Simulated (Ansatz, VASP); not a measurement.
SiC in VASP and in Ansatz

Contents of POSCAR:

```
SiC
1.0
   -1.5387796673     -2.6652445653      0.0000000000
    1.5387796672     -2.6652445654      0.0000000000
   -0.3077559335     -0.5330489131     10.0767691650
Si C
4 4
Direct
    0.2145258095      0.3333333333      0.5940376193
    0.6478591428      0.6666666667      0.0940376193
   -0.0688186364      0.0000000000      0.3440931819
   -0.1688186364      0.0000000000      0.8440931819
    0.2521325325      0.3333333333      0.4060040042
    0.4854658658      0.6666666667      0.9060040042
    0.9686671611      0.0000000000      0.1566641945
    0.8686671611      0.0000000000      0.6566641945
```

File INCAR.step1:

```
ALGO     = Normal         # electronic algorithm
EDIFF    = 1E-4           # SCF threshold, eV
ENCUT    = 520            # plane-wave cutoff, eV
GGA      = PE             # functional
ISMEAR   = 0              # smearing method
LASPH    = True           # aspherical terms in the spheres
LCHARG   = False          # write CHGCAR
LREAL    = False          # projectors in reciprocal space
LWAVE    = True           # write WAVECAR
NBANDS   = 26             # bands
NELM     = 100            # most SCF steps
PREC     = Accurate       # precision mode
SIGMA    = 0.05           # smearing width, eV
```

Contents of INCAR.step2:

```
ALGO     = Normal         # electronic algorithm
EDIFF    = 1E-6           # SCF threshold, eV
ENCUT    = 520            # plane-wave cutoff, eV
ISIF     = 2              # what is computed and relaxed
ISMEAR   = 0              # smearing method
ISTART   = 1            
LASPH    = True           # aspherical terms in the spheres
LCHARG   = False          # write CHGCAR
LMIXTAU  = True         
LREAL    = False          # projectors in reciprocal space
LWAVE    = False          # write WAVECAR
METAGGA  = R2SCAN         # meta-GGA
NBANDS   = 26             # bands
NELM     = 100            # most SCF steps
PREC     = Accurate       # precision mode
SIGMA    = 0.05           # smearing width, eV
```

KPOINTS

```
k-points
0
Gamma
  8 8 3
```

Input for Ansatz:

```yaml
crystal:
  lattice:
    - [-1.5387796673, -2.6652445653, 0.0]
    - [1.5387796672, -2.6652445654, 0.0]
    - [-0.3077559335, -0.5330489131, 10.076769165]
  atoms:
    - { symbol: Si, position: [0.2145258095, 0.3333333333, 0.5940376193] }
    - { symbol: Si, position: [0.6478591428, 0.6666666667, 0.0940376193] }
    - { symbol: Si, position: [-0.0688186364, 0.0, 0.3440931819] }
    - { symbol: Si, position: [-0.1688186364, 0.0, 0.8440931819] }
    - { symbol: C, position: [0.2521325325, 0.3333333333, 0.4060040042] }
    - { symbol: C, position: [0.4854658658, 0.6666666667, 0.9060040042] }
    - { symbol: C, position: [0.9686671611, 0.0, 0.1566641945] }
    - { symbol: C, position: [0.8686671611, 0.0, 0.6566641945] }
basis:
  ecutwfc: 500
kpoints:
  mp_grid: { grid: [8, 8, 3] }
hamiltonian:
  xc: r2scan
scf:
  occupations: { method: gaussian, width: 0.05 }
output:
  forces: true
  stress: true
  eigenvalues: true
```

Alike in both runs: task single point; functional r2SCAN; k mesh 8 × 8 × 3; occupations gaussian, width 0.05 eV; no spin polarisation.

|  | VASP | Ansatz |
| --- | --- | --- |
| version | VASP 6.6.1 | Ansatz 0.2.0 |
| potentials or method | VASP PAW PBE potentials, release 64 (Si, C), cutoff 520 eV | scalar-relativistic, plane waves, PAW |
| valence electrons in the cell | 32 | 32 |

```tsv
	VASP	Ansatz	Ansatz less VASP
gap on the k mesh at the Fermi level (eV)	1.63	1.62	-0.009
least direct gap on the mesh (eV)	2.89	2.88	-0.010
pressure (GPa)	-0.8	-0.6	+0.18
traceless stress, the component that is largest in VASP (GPa)	7.31	7.27	-0.042
rms of the force components (eV/Å)	0.496	0.496	-0.0009
```

VASP's potentials were made for PBE, not for r2SCAN. Atom by atom the forces differ by 0.003 eV/Å (rms over components).
